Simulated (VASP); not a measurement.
# WC (P-6m2) in VASP: further runs

WC is run at these levels: PBE; tasks: single point.

Program: VASP 6.6.1. These are calculated values, not measurements. Logs are shortened: lines on timing, memory, paths and dates and some standing lists are left out, and cuts for length are marked.

## Step 1: The cell of the first run

Symmetry: P-6m2, No. 187, hexagonal system. Conventional cell: a = 3.088 Å, b = 3.088 Å, c = 2.843 Å, α = 90.00°, β = 90.00°, γ = 120.00°. Within 3.0 Å of W (site symmetry -6m2) lie 6 C at 2.28 Å and 2 W at 2.84 Å. C (site symmetry -6m2) has 6 W at 2.28 Å and 2 C at 2.84 Å within 3.0 Å.

## Step 2: Single point, PBE (strained)

INCAR reads:

```
ALGO = Normal
EDIFF = 1E-6
ENCUT = 520
GGA = PE
ISIF = 2
ISMEAR = 0
LASPH = T
LCHARG = F
LREAL = F
LWAVE = F
NBANDS = 16
NELM = 60
PREC = Accurate
SIGMA = 0.1
```

KPOINTS reads:

```
k-points
0
Gamma
  18 18 14
```

POSCAR reads:

```
WC
1.0
    3.0884829341      0.0000000000      0.0000000000
   -1.5442414670      2.6747046801      0.0000000000
    0.0000000000      0.0000000000      2.8426074900
W C
1 1
Direct
    0.0000000000      0.0000000000      0.0000000000
    0.6666666667      0.3333333333      0.5000000000
```

Potentials or basis: VASP PAW PBE potentials, release 64 (W_sv, C).

Launch:

```
cat potpaw_PBE.64/W_sv/POTCAR potpaw_PBE.64/C/POTCAR > POTCAR
mpirun -np 1 vasp_std > vasp.out
```

OUTCAR:

```text
EDIFF = 1E-6
   ENCUT = 520
   GGA = PE
   ISIF = 2
   ISMEAR = 0
   LASPH = T
   LREAL = F
   NELM = 60
   PREC = Accurate

 ion  position               nearest neighbor table
   1  0.000  0.000  0.000-   2 2.28   2 2.28   2 2.28   2 2.28   2 2.28   2 2.28
   2  0.667  0.333  0.500-   1 2.28   1 2.28   1 2.28   1 2.28   1 2.28   1 2.28

  LATTYP: Found a hexagonal cell.
 ALAT       =     3.0884829341
 C/A-ratio  =     0.9203895733

  Lattice vectors:

 A1 = (   3.0884829341,   0.0000000000,   0.0000000000)
 A2 = (  -1.5442414670,   2.6747046801,   0.0000000000)
 A3 = (   0.0000000000,   0.0000000000,   2.8426074900)

Analysis of symmetry for initial positions (statically):
=====================================================================
 Subroutine PRICEL returns:
 Original cell was already a primitive cell.

 Routine SETGRP: Setting up the symmetry group for a
 hexagonal supercell.

 Subroutine GETGRP returns: Found 12 space group operations
 (whereof 12 operations were pure point group operations)
 out of a pool of 24 trial point group operations.

The static configuration has the point symmetry D_3h.

Analysis of symmetry for dynamics (positions and initial velocities):
=====================================================================
 Subroutine PRICEL returns:
 Original cell was already a primitive cell.

 Routine SETGRP: Setting up the symmetry group for a
 hexagonal supercell.

 Subroutine GETGRP returns: Found 12 space group operations
 (whereof 12 operations were pure point group operations)
 out of a pool of 24 trial point group operations.

The dynamic configuration has the point symmetry D_3h.

 Subroutine INISYM returns: Found 12 space group operations
 (whereof 12 operations are pure point group operations),
 and found     1 'primitive' translations

----------------------------------------------------------------------------------------

                                     Primitive cell

  volume of cell :      23.4822

  direct lattice vectors                    reciprocal lattice vectors
     3.088482934  0.000000000  0.000000000     0.323783560  0.186936526  0.000000000
    -1.544241467  2.674704680  0.000000000     0.000000000  0.373873051  0.000000000
     0.000000000  0.000000000  2.842607490     0.000000000  0.000000000  0.351789687

  length of vectors
     3.088482934  3.088482934  2.842607490     0.373873051  0.373873051  0.351789687

  position of ions in fractional coordinates (direct lattice)
     0.000000000  0.000000000  0.000000000
     0.666666667  0.333333333  0.500000000

  ion indices of the primitive-cell ions
   primitive index   ion index
                 1           1
                 2           2

----------------------------------------------------------------------------------------

 KPOINTS: k-points

Automatic generation of k-mesh.
 Grid dimensions read from file:
 generate k-points for:   18   18   14

 Generating k-lattice:

  Cartesian coordinates                     Fractional coordinates (reciprocal lattice)
     0.017987976  0.010385363  0.000000000     0.055555556  0.000000000  0.000000000
     0.000000000  0.020770725  0.000000000     0.000000000  0.055555556  0.000000000
     0.000000000  0.000000000  0.025127835     0.000000000  0.000000000  0.071428571

  Length of vectors
     0.020770725  0.020770725  0.025127835

  Shift w.r.t. Gamma in fractional coordinates (k-lattice)
     0.000000000  0.000000000  0.000000000

 Subroutine IBZKPT returns following result:
 ===========================================

 Found    296 irreducible k-points:

 Following reciprocal coordinates:
            Coordinates               Weight
  0.000000  0.000000  0.000000      1.000000
  0.055556 -0.000000  0.000000      6.000000
  0.111111 -0.000000  0.000000      6.000000
  0.166667  0.000000  0.000000      6.000000
  0.222222 -0.000000  0.000000      6.000000
  0.277778 -0.000000  0.000000      6.000000
[... 16 lines left out ...]
  0.333333  0.111111  0.000000     12.000000
  0.388889  0.111111  0.000000     12.000000
 [... further k-points ...]
   k-points           NKPTS =    296   k-points in BZ     NKDIM =    296   number of bands    NBANDS=     16
   number of dos      NEDOS =    301   number of ions     NIONS =      2
   total plane-waves  NPLWV =  13824
   dimension x,y,z NGX =    24 NGY =   24 NGZ =   24
   dimension x,y,z NGXF=    48 NGYF=   48 NGZF=   48
   ions per type =               1   1
   NGX,Y,Z   is equivalent  to a cutoff of  12.92, 12.92, 14.04 a.u.
   NGXF,Y,Z  is equivalent  to a cutoff of  25.84, 25.84, 28.07 a.u.
 SYSTEM =  unknown system
   PREC   = accura    normal or accurate (medium, high low for compatibility)
   ISTART =      0    job   : 0-new  1-cont  2-samecut
   ICHARG =      2    charge: 1-file 2-atom 10-const
   ISPIN  =      1    spin polarized calculation?
   LNONCOLLINEAR =      F non collinear calculations
   LSORBIT =      F    spin-orbit coupling
   LASPH  =      T    aspherical Exc in radial PAW
   ENCUT  =  520.0 eV  38.22 Ry    6.18 a.u.   5.74  5.74  5.29*2*pi/ulx,y,z
   NELM   =     60;   NELMIN=  2; NELMDL= -5     # of ELM steps
   EDIFF  = 0.1E-05   stopping-criterion for ELM
   LREAL  =      F    real-space projection
   EDIFFG = 0.1E-04   stopping-criterion for IOM
   NSW    =      0    number of steps for IOM
   IBRION =     -1    ionic relax: 0-MD 1-quasi-New 2-CG
   NFREE  =      0    steps in history (QN), initial steepest desc. (CG)
   ISIF   =      2    stress and relaxation
   ISYM   =      2    0-nonsym 1-usesym 2-fastsym
   POTIM  = 0.5000    time-step for ionic-motion
   TEBEG  =    0.0;   TEEND  =   0.0 temperature during run
   PSTRESS=    0.0 pullay stress
   NELECT =      18.0000    total number of electrons
   NUPDOWN=      -1.0000    fix difference up-down
   EMIN   =  10.00;   EMAX   =-10.00  energy-range for DOS
   EFERMI =   0.00;   METHOD = LEGACY
   ISMEAR =     0;   SIGMA  =   0.10  broadening in eV -4-tet -1-fermi 0-gaus
   EFERMI_NEDOS =   21; number of points for ismear=-14 and -15
   IALGO  =     38    algorithm
   IMIX   =      4    mixing-type and parameters
     AMIX     =   0.40;   BMIX     =  1.00
     AMIX_MAG =   1.60;   BMIX_MAG =  1.00
  volume/ion in A,a.u.               =      11.74        79.23
  Fermi-wavevector in a.u.,A,eV,Ry     =   1.498257  2.831295 30.542010  2.244774
  Thomas-Fermi vector in A             =   2.610039
   LORBIT       =      0    0 simple, 1 ext, 2 COOP (PROOUT), +10 PAW based schemes
   GGA     = PE    functional components
   LHFCALC =     F    Hartree Fock is set to
   AEXX    =    0.0000 exact exchange contribution
   IVDW    =     0    specifies the selected vdW correction
   LEPSILON=     F    determine dielectric tensor
   LRPA    =     F    only Hartree local field effects (RPA)
 non-spin polarized calculation
 Gauss-broadening in eV      SIGMA  =   0.10
  energy-cutoff  :      520.00
  volume of cell :       23.48
 maximum number of plane-waves:       646
 NGX is ok and might be reduce to    24
   NGX = 11   NGY = 11   NGZ = 11

 number of electron      18.0000003 magnetization

 Free energy of the ion-electron system (eV)
  ---------------------------------------------------
  ext. energy  EPLUGINS =         0.00000000
  ---------------------------------------------------
  free energy    TOTEN  =       -22.12640130 eV

  energy without entropy =      -22.12450528  energy(sigma->0) =      -22.12545329

 E-fermi :   9.4452     XC(G=0): -13.1075

 val. band max:        9.4340427166   @ k =   0.0556   0.0556   0.0000
 cond. band min:       9.4549078143   @ k =   0.4444   0.0556   0.4286
 fundamental gap:      0.0208650977
 Fermi energy:         9.4452353982

 k-point     1 :       0.0000    0.0000    0.0000
  band No.  band energies     occupation
      1     -64.8506      2.00000
      2     -28.8182      2.00000
      3     -28.8182      2.00000
      4     -28.7217      2.00000
      5      -4.1522      2.00000
      6       5.7646      2.00000
[... 8 lines left out ...]
     15      23.0022      0.00000
     16      24.5848      0.00000

 k-point     2 :       0.0556   -0.0000    0.0000
  band No.  band energies     occupation
      1     -64.8498      2.00000
      2     -28.8317      2.00000
      3     -28.8214      2.00000
      4     -28.7201      2.00000
      5      -4.0860      2.00000
      6       5.7286      2.00000
[... 8 lines left out ...]
     15      22.7819      0.00000
     16      24.7266      0.00000

 k-point     3 :       0.1111   -0.0000    0.0000
  band No.  band energies     occupation
      1     -64.8476      2.00000
      2     -28.8706      2.00000
      3     -28.8304      2.00000
      4     -28.7155      2.00000
      5      -3.8920      2.00000
      6       5.4834      2.00000
[... 8 lines left out ...]
     15      22.4529      0.00000
     16      25.1345      0.00000

 k-point     4 :       0.1667    0.0000    0.0000
  band No.  band energies     occupation
      1     -64.8443      2.00000
      2     -28.9296      2.00000
      3     -28.8443      2.00000
      4     -28.7085      2.00000
      5      -3.5836      2.00000
      6       5.0334      2.00000
[... 8 lines left out ...]
     15      22.2653      0.00000
     16      25.7613      0.00000

 k-point     5 :       0.2222   -0.0000    0.0000
  band No.  band energies     occupation
      1     -64.8402      2.00000
      2     -29.0011      2.00000
      3     -28.8613      2.00000
      4     -28.6999      2.00000
      5      -3.1833      2.00000
      6       4.5177      2.00000
[... 8 lines left out ...]
     15      22.2928      0.00000
     16      26.1954      0.00000

 k-point     6 :       0.2778   -0.0000    0.0000
  band No.  band energies     occupation
      1     -64.8360      2.00000
      2     -29.0764      2.00000
      3     -28.8793      2.00000
      4     -28.6908      2.00000
      5      -2.7231      2.00000
      6       4.0119      2.00000
[... 8 lines left out ...]
     15      22.5346      0.00000
     16      25.3627      0.00000

 k-point     7 :       0.3333   -0.0000    0.0000
  band No.  band energies     occupation
      1     -64.8319      2.00000
      2     -29.1464      2.00000
      3     -28.8961      2.00000
      4     -28.6821      2.00000
      5      -2.2468      2.00000
      6       3.5582      2.00000
[... 8 lines left out ...]
     15      22.6594      0.00000
     16      24.5612      0.00000

 k-point     8 :       0.3889   -0.0000    0.0000
  band No.  band energies     occupation
      1     -64.8287      2.00000
      2     -29.2028      2.00000
      3     -28.9098      2.00000
      4     -28.6751      2.00000
      5      -1.8135      2.00000
      6       3.1881      2.00000
[... 8 lines left out ...]
     15      21.9857      0.00000
     16      24.7518      0.00000

 k-point     9 :       0.4444   -0.0000    0.0000
  band No.  band energies     occupation
      1     -64.8265      2.00000
      2     -29.2394      2.00000
      3     -28.9187      2.00000
      4     -28.6705      2.00000
      5      -1.4992      2.00000
      6       2.9368      2.00000
[... 8 lines left out ...]
     15      21.1734      0.00000
     16      25.2934      0.00000
[... 172 lines left out ...]
 k-point    19 :       0.1111    0.1111    0.0000
  band No.  band energies     occupation
      1     -64.8425      2.00000
      2     -28.9573      2.00000
      3     -28.8567      2.00000
      4     -28.7047      2.00000
      5      -3.4059      2.00000
      6       4.8140      2.00000
[... 8 lines left out ...]
     15      22.2730      0.00000
     16      25.8210      0.00000

 k-point    20 :       0.1667    0.1111    0.0000
  band No.  band energies     occupation
      1     -64.8387      2.00000
      2     -29.0194      2.00000
      3     -28.8777      2.00000
      4     -28.6966      2.00000
      5      -3.0173      2.00000
      6       4.3686      2.00000
[... 8 lines left out ...]
     15      22.3870      0.00000
     16      25.8394      0.00000

 k-point    21 :       0.2222    0.1111    0.0000
  band No.  band energies     occupation
      1     -64.8347      2.00000
      2     -29.0843      2.00000
      3     -28.9003      2.00000
      4     -28.6879      2.00000
      5      -2.5697      2.00000
      6       3.9306      2.00000
[... 8 lines left out ...]
     15      22.6763      0.00000
     16      25.1322      0.00000

 k-point    22 :       0.2778    0.1111    0.0000
  band No.  band energies     occupation
      1     -64.8309      2.00000
      2     -29.1447      2.00000
      3     -28.9216      2.00000
      4     -28.6798      2.00000
      5      -2.1061      2.00000
      6       3.5382      2.00000
[... 8 lines left out ...]
     15      22.8836      0.00000
     16      24.4192      0.00000

 k-point    23 :       0.3333    0.1111    0.0000
  band No.  band energies     occupation
      1     -64.8278      2.00000
      2     -29.1934      2.00000
      3     -28.9390      2.00000
      4     -28.6732      2.00000
      5      -1.6848      2.00000
      6       3.2203      2.00000
[... 8 lines left out ...]
     15      22.3333      0.00000
     16      24.6128      0.00000

 k-point    24 :       0.3889    0.1111    0.0000
  band No.  band energies     occupation
      1     -64.8258      2.00000
      2     -29.2250      2.00000
      3     -28.9503      2.00000
      4     -28.6689      2.00000
      5      -1.3804      2.00000
      6       3.0064      2.00000
[... 8 lines left out ...]
     15      21.5771      0.00000
     16      25.1161      0.00000

 [... further k-points ...]
[... 5 lines left out ...]
  --------------------------------------------------------------------------------------
  -------------------------------------------------------------------------------------
  Total       -5.7056318     -5.7056318     -1.8236739     -0.0000000      0.0000000      0.0000000
  in kB     -389.2928136   -389.2928136   -124.4284869     -0.0000000      0.0000000      0.0000000
  external PRESSURE =    -301.0047047 kB  Pullay stress =       0.0000000 kB

 VOLUME and BASIS-vectors are now :
 -----------------------------------------------------------------------------
  energy-cutoff  :      520.00
  volume of cell :       23.48
      direct lattice vectors                 reciprocal lattice vectors
     3.088482934  0.000000000  0.000000000     0.323783560  0.186936526  0.000000000
    -1.544241467  2.674704680  0.000000000     0.000000000  0.373873051  0.000000000
     0.000000000  0.000000000  2.842607490     0.000000000  0.000000000  0.351789687

 POSITION                                       TOTAL-FORCE (eV/Angst)
 -----------------------------------------------------------------------------------
      0.00000      0.00000      0.00000         0.000000      0.000000      0.000000
      1.54424      0.89157      1.42130        -0.000000     -0.000000      0.000000
 -----------------------------------------------------------------------------------
    total drift:                               -0.000000      0.000000      0.000000

  FREE ENERGIE OF THE ION-ELECTRON SYSTEM (eV)
  ---------------------------------------------------
  free  energy   TOTEN  =       -22.1264012997 eV

  energy  without entropy=      -22.1245052760  energy(sigma->0) =      -22.12545329
```

Wall time 25 s (1 thread of Intel Xeon 6975P-C (Granite Rapids), shared host); peak memory 0.22 GiB.

What came out:

| Property | Result |
| --- | --- |
| Free energy | -22.1264 eV |
| Pressure | -30.1 GPa |
| Band gap on the k mesh | zero (band 9 reaches 10.16 eV, above the bottom of band 10 at 8.99 eV) |

Caveat: the cell differs from its parent crystal (strained); spin-orbit coupling is left out, which moves the levels of the heavy elements.

## Step 3: Single point, PBE

This run uses another cell than the first one, of 10.53 Å³/atom, 0.896 times its volume.

INCAR reads:

```
  ALGO = Normal
  EDIFF = 1E-6
  ENCUT = 520
  GGA = PE
  ISIF = 2
  ISMEAR = 0
  LASPH = True
  LCHARG = True
  LELF = True
  LREAL = False
  LVHAR = True
  LWAVE = False
  NBANDS = 16
  NELM = 100
  PREC = Accurate
  SIGMA = 0.1
```

KPOINTS reads:

```
k-points
0
Gamma
  6 6 8
```

POSCAR reads:

```
WC
1.0
    2.9226137785      0.0000000000      0.0000000000
   -1.4613068892      2.5310577776      0.0000000000
    0.0000000000      0.0000000000      2.8457690014
W C
1 1
Direct
    0.0000000000      0.0000000000      0.0000000000
    0.6666666667      0.3333333333      0.5000000000
```

Potentials or basis: VASP PAW PBE potentials, release 64 (W_sv, C).

Launch:

```
cat potpaw_PBE.64/W_sv/POTCAR potpaw_PBE.64/C/POTCAR > POTCAR
mpirun -np 1 vasp_std > vasp.out
```

Wall time 4.3 s (1 thread of Intel Xeon 6975P-C (Granite Rapids), shared host); peak memory 0.14 GiB.

Results (log left out):

* Free energy: -22.4514 eV
* Pressure: 1.1 GPa
* Band gap on the k mesh: zero (band 9 reaches 11.51 eV, above the bottom of band 10 at 10.31 eV)

Stress tensor (GPa, compression positive):
```
1.00 0.00 0.00
0.00 1.00 0.00
0.00 0.00 1.34
```

Levels at points of the mesh, in eV from the Fermi level:
| k point | band 7 | band 8 | band 9 | band 10 | band 11 | band 12 |
| --- | --- | --- | --- | --- | --- | --- |
| (0.00, 0.00, 0.00) | -3.52 | -3.52 | -0.12 | 2.93 | 2.93 | 5.32 |
| (0.50, 0.00, 0.00) | -3.76 | -3.74 | -0.71 | 2.07 | 4.19 | 4.53 |
| (0.00, 0.00, 0.50) | -2.24 | -2.24 | -0.80 | -0.80 | 3.41 | 4.24 |
| (0.50, 0.00, 0.50) | -4.49 | -4.39 | 0.03 | 4.09 | 4.97 | 6.27 |

Caveat: the k points lie up to 0.41 Å⁻¹ apart; spin-orbit coupling is left out, which moves the levels of the heavy elements.
